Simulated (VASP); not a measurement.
H23NO10, 34 atoms in the cell. The cell holds a disordered packing, 34 atoms: a = 6.473 Å, b = 6.473 Å, c = 6.473 Å, α = 90.00°, β = 90.00°, γ = 90.00°. 

| Item | Value |
| --- | --- |
| Program | VASP 6.6.1 |
| Task | single point |
| Functional | r2SCAN |
| Dispersion | D3(BJ) |
| Potentials or basis | VASP PAW PBE potentials, release 64 (O_h, H_h, N_h) |
| Cutoff | 1100 eV |
| k mesh | 1 × 1 × 1 |
| Occupations | fermi-dirac, width 0.02 eV |
| Spin | no spin polarisation |
| Dipole correction | no |
| Further INCAR settings | LREAL = Auto; ALGO = Normal; EDIFF = 1e-06; NBANDS = 67 |

Potentials or basis: VASP PAW PBE potentials, release 64 (O_h, H_h, N_h).

Run with:

```sh
$ cat potpaw_PBE.64/O_h/POTCAR potpaw_PBE.64/H_h/POTCAR potpaw_PBE.64/N_h/POTCAR > POTCAR
$ cp INCAR.step1 INCAR
$ mpirun -np 1 vasp_gam > vasp.out
$ cp INCAR.step2 INCAR
$ mpirun -np 1 vasp_gam > vasp.out
```

Hardware: 1 thread of Intel(R) Xeon(R) Platinum 8488C (Sapphire Rapids), on a shared host.

Problem. How long does it take, and how much memory?

Solution. It took 7.6 min on 1 thread of Intel(R) Xeon(R) Platinum 8488C (Sapphire Rapids) (shared host), peak memory 0.77 GiB. Counts: k points 1.
